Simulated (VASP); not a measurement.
# Pb (Fd-3m) in VASP: a series of runs, part 2 of 2

VASP 6.6.1. Earlier steps stand in the parts before.

## 5. Relaxation of cell and atoms, LDA, target pressure 2 GPa, at which the enthalpy is minimised

This run uses another cell than the first one, of 40.67 Å³/atom.

Input file INCAR:

```
PREC = Accurate ; ENCUT = 600
EDIFF = 1E-6 ; ISMEAR = -1
SIGMA = 0.05 ; LREAL = False
LASPH = True ; NELM = 80
ALGO = Normal ; ISIF = 3
LWAVE = False ; LCHARG = False
GGA = CA ; IBRION = 2
NSW = 80 ; EDIFFG = -0.005
PSTRESS = 20.0
```

Input file KPOINTS:

```
Automatic mesh
0
Gamma
  7 7 7
```

Input file POSCAR:

```
Pb
1.0
    0.0000000000      3.4390000555      3.4390000555
    3.4390000555      0.0000000000      3.4390000555
    3.4390000555      3.4390000555      0.0000000000
Pb
2
Direct
    0.2500000000      0.2500000000      0.2500000000
    0.0000000000      0.0000000000      0.0000000000
```

Potentials or basis: VASP PAW LDA potentials, release 64 (Pb_d).

Run with:

```console
$ cat potpaw_LDA.64/Pb_d/POTCAR > POTCAR
$ mpirun -np 1 vasp_std > vasp.out
```

OUTCAR:

```text
PREC = Accurate
   ENCUT = 600
   EDIFF = 1E-6
   ISMEAR = -1
   LREAL = False
   LASPH = True
   NELM = 80
   ISIF = 3
   GGA = CA
   IBRION = 2
   NSW = 80
   EDIFFG = -0.005
   PSTRESS = 20.0

 ion  position               nearest neighbor table
   1  0.250  0.250  0.250-   2 2.98   2 2.98   2 2.98   2 2.98
   2  0.000  0.000  0.000-   1 2.98   1 2.98   1 2.98   1 2.98

  LATTYP: Found a face centered cubic cell.
 ALAT       =     6.8780001110

  Lattice vectors:

 A1 = (   0.0000000000,   3.4390000555,   3.4390000555)
 A2 = (   3.4390000555,   0.0000000000,   3.4390000555)
 A3 = (   3.4390000555,   3.4390000555,   0.0000000000)

Analysis of symmetry for initial positions (statically):
=====================================================================
 Subroutine PRICEL returns:
 Original cell was already a primitive cell.

 Routine SETGRP: Setting up the symmetry group for a
 face centered cubic supercell.

 Subroutine GETGRP returns: Found 48 space group operations
 (whereof 24 operations were pure point group operations)
 out of a pool of 48 trial point group operations.

The static configuration has the point symmetry T_d .
 The point group associated with its full space group is O_h .

Analysis of symmetry for dynamics (positions and initial velocities):
=====================================================================
 Subroutine PRICEL returns:
 Original cell was already a primitive cell.

 Routine SETGRP: Setting up the symmetry group for a
 face centered cubic supercell.

 Subroutine GETGRP returns: Found 48 space group operations
 (whereof 24 operations were pure point group operations)
 out of a pool of 48 trial point group operations.

The dynamic configuration has the point symmetry T_d .
 The point group associated with its full space group is O_h .

 Subroutine INISYM returns: Found 48 space group operations
 (whereof 24 operations are pure point group operations),
 and found     1 'primitive' translations

----------------------------------------------------------------------------------------

                                     Primitive cell

  volume of cell :      81.3442

  direct lattice vectors                    reciprocal lattice vectors
     0.000000000  3.439000056  3.439000056    -0.145391100  0.145391100  0.145391100
     3.439000056  0.000000000  3.439000056     0.145391100 -0.145391100  0.145391100
     3.439000056  3.439000056  0.000000000     0.145391100  0.145391100 -0.145391100

  length of vectors
     4.863480519  4.863480519  4.863480519     0.251824772  0.251824772  0.251824772

  position of ions in fractional coordinates (direct lattice)
     0.250000000  0.250000000  0.250000000
     0.000000000  0.000000000  0.000000000

  ion indices of the primitive-cell ions
   primitive index   ion index
                 1           1
                 2           2

----------------------------------------------------------------------------------------

 KPOINTS: Automatic mesh

Automatic generation of k-mesh.
 Grid dimensions read from file:
 generate k-points for:    7    7    7

 Generating k-lattice:

  Cartesian coordinates                     Fractional coordinates (reciprocal lattice)
    -0.020770157  0.020770157  0.020770157     0.142857143  0.000000000  0.000000000
     0.020770157 -0.020770157  0.020770157     0.000000000  0.142857143  0.000000000
     0.020770157  0.020770157 -0.020770157     0.000000000  0.000000000  0.142857143

  Length of vectors
     0.035974967  0.035974967  0.035974967

  Shift w.r.t. Gamma in fractional coordinates (k-lattice)
     0.000000000  0.000000000  0.000000000

 Subroutine IBZKPT returns following result:
 ===========================================

 Found     20 irreducible k-points:

 Following reciprocal coordinates:
            Coordinates               Weight
  0.000000  0.000000  0.000000      1.000000
  0.142857  0.000000  0.000000      8.000000
  0.285714  0.000000  0.000000      8.000000
  0.428571  0.000000  0.000000      8.000000
  0.142857  0.142857  0.000000      6.000000
  0.285714  0.142857  0.000000     24.000000
[... 12 lines left out ...]
 -0.428571  0.428571  0.142857     24.000000
 -0.285714  0.428571  0.142857     24.000000
   k-points           NKPTS =     20   k-points in BZ     NKDIM =     20   number of bands    NBANDS=     18
   number of dos      NEDOS =    301   number of ions     NIONS =      2
   total plane-waves  NPLWV =  64000
   dimension x,y,z NGX =    40 NGY =   40 NGZ =   40
   dimension x,y,z NGXF=    80 NGYF=   80 NGZF=   80
   ions per type =               2
   NGX,Y,Z   is equivalent  to a cutoff of  13.67, 13.67, 13.67 a.u.
   NGXF,Y,Z  is equivalent  to a cutoff of  27.35, 27.35, 27.35 a.u.
 SYSTEM =  unknown system
   PREC   = accura    normal or accurate (medium, high low for compatibility)
   ISTART =      0    job   : 0-new  1-cont  2-samecut
   ICHARG =      2    charge: 1-file 2-atom 10-const
   ISPIN  =      1    spin polarized calculation?
   LNONCOLLINEAR =      F non collinear calculations
   LSORBIT =      F    spin-orbit coupling
   LASPH  =      T    aspherical Exc in radial PAW
   ENCUT  =  600.0 eV  44.10 Ry    6.64 a.u.   9.71  9.71  9.71*2*pi/ulx,y,z
   NELM   =     80;   NELMIN=  2; NELMDL= -5     # of ELM steps
   EDIFF  = 0.1E-05   stopping-criterion for ELM
   LREAL  =      F    real-space projection
   EDIFFG = -.5E-02   stopping-criterion for IOM
   NSW    =     80    number of steps for IOM
   IBRION =      2    ionic relax: 0-MD 1-quasi-New 2-CG
   NFREE  =      1    steps in history (QN), initial steepest desc. (CG)
   ISIF   =      3    stress and relaxation
   ISYM   =      2    0-nonsym 1-usesym 2-fastsym
   POTIM  = 0.5000    time-step for ionic-motion
   TEBEG  =    0.0;   TEEND  =   0.0 temperature during run
   PSTRESS=   20.0 pullay stress
   NELECT =      28.0000    total number of electrons
   NUPDOWN=      -1.0000    fix difference up-down
   EMIN   =  10.00;   EMAX   =-10.00  energy-range for DOS
   EFERMI =   0.00;   METHOD = LEGACY
   ISMEAR =    -1;   SIGMA  =   0.05  broadening in eV -4-tet -1-fermi 0-gaus
   EFERMI_NEDOS =   21; number of points for ismear=-14 and -15
   IALGO  =     38    algorithm
   IMIX   =      4    mixing-type and parameters
     AMIX     =   0.40;   BMIX     =  1.00
     AMIX_MAG =   1.60;   BMIX_MAG =  1.00
  volume/ion in A,a.u.               =      40.67       274.47
  Fermi-wavevector in a.u.,A,eV,Ry     =   1.147322  2.168124 17.909999  1.316348
  Thomas-Fermi vector in A             =   2.284002
   LORBIT       =      0    0 simple, 1 ext, 2 COOP (PROOUT), +10 PAW based schemes
   GGA     = CA    functional components
   LHFCALC =     F    Hartree Fock is set to
   AEXX    =    0.0000 exact exchange contribution
   IVDW    =     0    specifies the selected vdW correction
   LEPSILON=     F    determine dielectric tensor
   LRPA    =     F    only Hartree local field effects (RPA)
 conjugate gradient relaxation of ions
 non-spin polarized calculation
  energy-cutoff  :      600.00
  volume of cell :       81.34
 maximum number of plane-waves:      2734
   NGX = 19   NGY = 19   NGZ = 19

--------------------------------------- Ionic step        1  -------------------------------------------

 number of electron      28.0000004 magnetization

 Free energy of the ion-electron system (eV)
  ---------------------------------------------------
  ext. energy  EPLUGINS =         0.00000000
  ---------------------------------------------------
  free energy    TOTEN  =        -7.88789592 eV

  energy without entropy =       -7.88179398  energy(sigma->0) =       -7.88484495

------------------------ aborting loop because EDIFF is reached ----------------------------------------

  FORCE on cell =-STRESS in cart. coord.  units (eV):
  Direction    XX          YY          ZZ          XY          YZ          ZX
  --------------------------------------------------------------------------------------
  -------------------------------------------------------------------------------------
  Total       -0.3233463     -0.3233463     -0.3233463     -0.0000000     -0.0000000      0.0000000
  in kB       -6.3687160     -6.3687160     -6.3687160     -0.0000000     -0.0000000      0.0000000
  external PRESSURE =     -26.3687160 kB  Pullay stress =      20.0000000 kB
[... 25 lines left out ...]
--------------------------------------- Ionic step        2  -------------------------------------------

 number of electron      28.0000000 magnetization

 E-fermi :   4.9993     XC(G=0):  -9.1900

 val. band max:        4.9545451721   @ k =  -0.1429   0.1429   0.0000
 cond. band min:       5.0461132462   @ k =   0.1429   0.0000   0.0000
 fundamental gap:      0.0915680741
 Fermi energy:         4.9992797689

 k-point     1 :       0.0000    0.0000    0.0000
  band No.  band energies     occupation
      1     -12.3880      2.00000
      2     -12.3880      2.00000
      3     -12.3880      2.00000
      4     -12.2902      2.00000
      5     -12.2902      2.00000
      6     -11.7382      2.00000
[... 598 lines left out ...]
--------------------------------------- Ionic step        7  -------------------------------------------

 number of electron      27.9999996 magnetization

 Free energy of the ion-electron system (eV)
  ---------------------------------------------------
  ext. energy  EPLUGINS =         0.00000000
  ---------------------------------------------------
  free energy    TOTEN  =        -7.86650724 eV

  energy without entropy =       -7.86056573  energy(sigma->0) =       -7.86353648

 E-fermi :   4.7296     XC(G=0):  -9.0726

 val. band max:        4.6892774630   @ k =  -0.1429   0.1429   0.0000
 cond. band min:       4.7664852224   @ k =   0.1429   0.0000   0.0000
 fundamental gap:      0.0772077594
 Fermi energy:         4.7296377735

 k-point     1 :       0.0000    0.0000    0.0000
  band No.  band energies     occupation
      1     -12.5850      2.00000
      2     -12.5850      2.00000
      3     -12.5850      2.00000
      4     -12.4922      2.00000
      5     -12.4922      2.00000
      6     -11.9751      2.00000
[... 442 lines left out ...]
  energy  without entropy=       -7.8605657255  energy(sigma->0) =       -7.86353648

  enthalpy is  TOTEN    =        -6.9214588721 eV   P V=        0.9450483645

 reached required accuracy - stopping structural energy minimisation
```

OSZICAR:

```text
N       E                     dE             d eps       ncg     rms          rms(c)
DAV:   1     0.289429511060E+03    0.28943E+03   -0.15173E+04   720   0.187E+03
DAV:   2     0.125354204668E+02   -0.27689E+03   -0.27345E+03   720   0.435E+02
DAV:   3    -0.731476760885E+01   -0.19850E+02   -0.19712E+02   882   0.147E+02
DAV:   4    -0.792815558979E+01   -0.61339E+00   -0.61263E+00   836   0.326E+01
[... 48 lines left out ...]
       N       E                     dE             d eps       ncg     rms          rms(c)
DAV:   1    -0.786657385796E+01    0.36162E-03   -0.21570E-03   774   0.887E-01    0.410E-02
DAV:   2    -0.786651586320E+01    0.57995E-04   -0.13111E-04   908   0.222E-01    0.148E-02
DAV:   3    -0.786650731419E+01    0.85490E-05   -0.39861E-05   912   0.112E-01    0.142E-03
DAV:   4    -0.786650723663E+01    0.77564E-07   -0.94100E-07   370   0.124E-02
   7 F= -.69214589E+01 E0= -.69184881E+01  d E =-.187624E-04
```

CONTCAR:

```text
Pb
   1.00000000000000
    -0.0000000000000000    3.3576457618510958    3.3576457618510958
     3.3576457618510958   -0.0000000000000000    3.3576457618510958
     3.3576457618510958    3.3576457618510958   -0.0000000000000000
  Pb
     2
Direct
     0.2500000000000000    0.2500000000000000    0.2500000000000000
     0.0000000000000000    0.0000000000000000    0.0000000000000000

  0.00000000E+00  0.00000000E+00  0.00000000E+00
  0.00000000E+00  0.00000000E+00  0.00000000E+00
```

It took 3.5 min on 1 thread of Intel Xeon 8259CL, shared host; peak memory 0.21 GiB.

Results:

| Item | Value |
| --- | --- |
| Free energy | -7.8665 eV |
| Relaxed volume | 37.85 Å³/atom |
| Relaxed cell | a = 4.748 Å, b = 4.748 Å, c = 4.748 Å, α = 60.00°, β = 60.00°, γ = 60.00° |
| Space group after relaxing (to 0.1 Å) | Fd-3m (No. 227) |
| Energy change on relaxing (the run minimises the enthalpy) | +10.7 meV/atom |
| Ionic steps | 7 |
| Pressure after relaxing | 2.0 GPa |
| Band gap on the k mesh | zero (bands 14 and 15 overlap by 1.23 eV) |

The path:
```csv
step,energy change (eV),largest force (eV/Å),pressure (GPa),volume (Å³)
1,0.0000,0.0000,-0.64,81.34
2,0.0540,0.0000,3.24,73.72
3,0.0209,0.0000,1.97,75.75
4,0.0223,0.0000,2.07,75.64
5,0.0201,0.0000,1.95,75.81
6,0.0210,0.0000,1.97,75.74
7,0.0214,0.0000,2.00,75.71
```

Final structure:
```yaml
crystal:
  lattice:
    - [0.00000, 3.35765, 3.35765]
    - [3.35765, 0.00000, 3.35765]
    - [3.35765, 3.35765, 0.00000]
  atoms:
    - { symbol: Pb, position: [0.25000, 0.25000, 0.25000] }
    - { symbol: Pb, position: [0.00000, 0.00000, 0.00000] }
```

Caveat: the cell is relaxed towards a set pressure, so the run minimises the enthalpy, not the energy; spin-orbit coupling is left out, which moves the levels of the heavy elements.

## 6. Relaxation of cell and atoms, LDA, target pressure 5 GPa, at which the enthalpy is minimised

This run uses another cell than the first one, of 40.67 Å³/atom.

Input file INCAR:

```
PREC = Accurate
ENCUT = 600
EDIFF = 1E-6
ISMEAR = -1
SIGMA = 0.05
LREAL = False
LASPH = True
NELM = 100
ALGO = Normal
ISIF = 3
LWAVE = False
LCHARG = False
GGA = CA
IBRION = 2
NSW = 80
EDIFFG = -0.005
PSTRESS = 50.0
```

KPOINTS is that of step 5.

POSCAR is that of step 5.

Potentials or basis: VASP PAW LDA potentials, release 64 (Pb_d).

Run with:

```console
$ cat potpaw_LDA.64/Pb_d/POTCAR > POTCAR
$ mpirun -np 1 vasp_std > vasp.out
```

Run time: 3.3 min. Hardware: 1 thread of Intel Xeon 8259CL, shared host; peak memory 0.21 GiB.

Results (log left out):

* Free energy: -7.7711 eV
* Relaxed volume: 35.63 Å³/atom
* Relaxed cell: a = 4.654 Å, b = 4.654 Å, c = 4.654 Å, α = 60.00°, β = 60.00°, γ = 60.00°
* Space group after relaxing (to 0.1 Å): Fd-3m (No. 227)
* Energy change on relaxing (the run minimises the enthalpy): +58.4 meV/atom
* Ionic steps: 7
* Pressure after relaxing: 5.0 GPa
* Band gap on the k mesh: zero (bands 14 and 15 overlap by 1.34 eV)

Step by step:
| step | energy change (eV) | largest force (eV/Å) | pressure (GPa) | volume (Å³) |
| --- | --- | --- | --- | --- |
| 1 | 0.0000 | 0.0000 | -0.64 | 81.34 |
| 2 | 0.3844 | 0.0000 | 10.59 | 65.63 |
| 3 | 0.1133 | 0.0000 | 4.93 | 71.38 |
| 4 | 0.1193 | 0.0000 | 5.09 | 71.19 |
| 5 | 0.1133 | 0.0000 | 4.93 | 71.38 |
| 6 | 0.1159 | 0.0000 | 4.96 | 71.30 |
| 7 | 0.1168 | 0.0000 | 5.01 | 71.26 |

Final structure:
```
Pb
1.0
     0.00000    3.29065    3.29065
     3.29065    0.00000    3.29065
     3.29065    3.29065    0.00000
Pb
2
Cartesian
  1.6453 1.6453 1.6453
  0.0000 0.0000 0.0000
```

Levels at points of the mesh, in eV from the Fermi level:
| k point | band 11 | band 12 | band 13 | band 14 | band 15 | band 16 | band 17 | band 18 |
| --- | --- | --- | --- | --- | --- | --- | --- | --- |
| (0.00, 0.00, 0.00) | -12.02 | -3.20 | 0.47 | 0.47 | 0.47 | 2.49 | 2.49 | 2.49 |

Caveat: the cell is relaxed towards a set pressure, so the run minimises the enthalpy, not the energy; spin-orbit coupling is left out, which moves the levels of the heavy elements.

## 7. Summary

```tsv
task	cell	cutoff (eV)	gap on the mesh (eV)	pressure (GPa)
single point	a = 4.746 Å, angles 60.0°, 2 atoms	520	none	2.0
single point	a = 4.829 Å, angles 60.0°, 2 atoms	520	none	0.0
relaxation of cell and atoms	relaxed from a = 4.863 Å, angles 60.0°, 2 atoms	600	none	0.0
relaxation of cell and atoms	relaxed to 2 GPa from a = 4.863 Å, angles 60.0°, 2 atoms	600	none	2.0
relaxation of cell and atoms	relaxed to 5 GPa from a = 4.863 Å, angles 60.0°, 2 atoms	600	none	5.0
```

Alike in all rows: level LDA; potentials or basis VASP PAW LDA potentials, release 64 (Pb_d); no spin polarisation; k mesh 7 × 7 × 7; smearing fermi-dirac 0.05 eV.

Caveats: spin-orbit coupling is left out, which moves the levels of the heavy elements; the cell is relaxed towards a set pressure, so the run minimises the enthalpy, not the energy (at least some runs).

Absolute energies hang on the potentials; compare differences alone.

The gap in the log of VASP goes by the Fermi energy; the results here count the filled bands.